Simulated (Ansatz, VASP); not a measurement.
SiNi in VASP and in Ansatz

Contents of INCAR:

```
PREC = Accurate ; ENCUT = 600
EDIFF = 1E-7 ; ISMEAR = -1
SIGMA = 0.05 ; LREAL = F
LASPH = T ; NELM = 80
ALGO = Normal ; ISIF = 3
LWAVE = F ; LCHARG = F
IBRION = 2 ; NSW = 100
EDIFFG = -0.005
```

Contents of KPOINTS:

```
regular mesh
0
Gamma
  11 10 7
```

File POSCAR:

```
SiNi
1.0
    2.9130436714      0.0000000000      0.0000000000
    0.0000000000      3.2471886730      0.0000000000
    0.0000000000      0.0000000000      4.6301965926
Si Ni
2 2
Direct
    0.0000000000      0.0000000000      0.1568568400
    0.5000000000      0.5000000000      0.8431431600
    0.0000000000      0.0000000000      0.6575044100
    0.5000000000      0.5000000000      0.3424955900
```

Input for Ansatz:

```yaml
crystal:
  lattice:
    - [2.9130436714, 0.0, 0.0]
    - [0.0, 3.247188673, 0.0]
    - [0.0, 0.0, 4.6301965926]
  atoms:
    - { symbol: Si, position: [0.0, 0.0, 0.15685684] }
    - { symbol: Si, position: [0.5, 0.5, 0.84314316] }
    - { symbol: Ni, position: [0.0, 0.0, 0.65750441] }
    - { symbol: Ni, position: [0.5, 0.5, 0.34249559] }
kpoints:
  mp_grid: { grid: [11, 10, 7] }
scf:
  occupations: { method: fermi_dirac, width: 0.05 }
hamiltonian:
  xc: lda
  pseudopotentials: { kind: all_electron, lapw: { basis_error: 0.001 } }
output:
  forces: true
  stress: true
relax:
  f_tol: 0.005
  max_steps: 80
  cell: {}
```

Alike in both runs: task relaxation of cell and atoms; functional LDA; k mesh 11 × 10 × 7; occupations fermi-dirac, width 0.05 eV; no spin polarisation.

|  | VASP | Ansatz |
| --- | --- | --- |
| version | VASP 6.6.1 | Ansatz 0.2.0 |
| potentials or method | VASP PAW LDA potentials, release 64 (Si, Ni), cutoff 600 eV | all-electron LAPW, scalar-relativistic |

```csv
,VASP,Ansatz,Ansatz less VASP
relaxed volume (Å³/atom),11.03,11.01,-0.016
relaxed cell length with the largest relative difference (Å),4.645,4.640,-0.0054
```

LDA's correlation is that of Perdew and Zunger in VASP and of Perdew and Wang (1992) in Ansatz. Ansatz ran all-electron here, and VASP with PAW potentials.
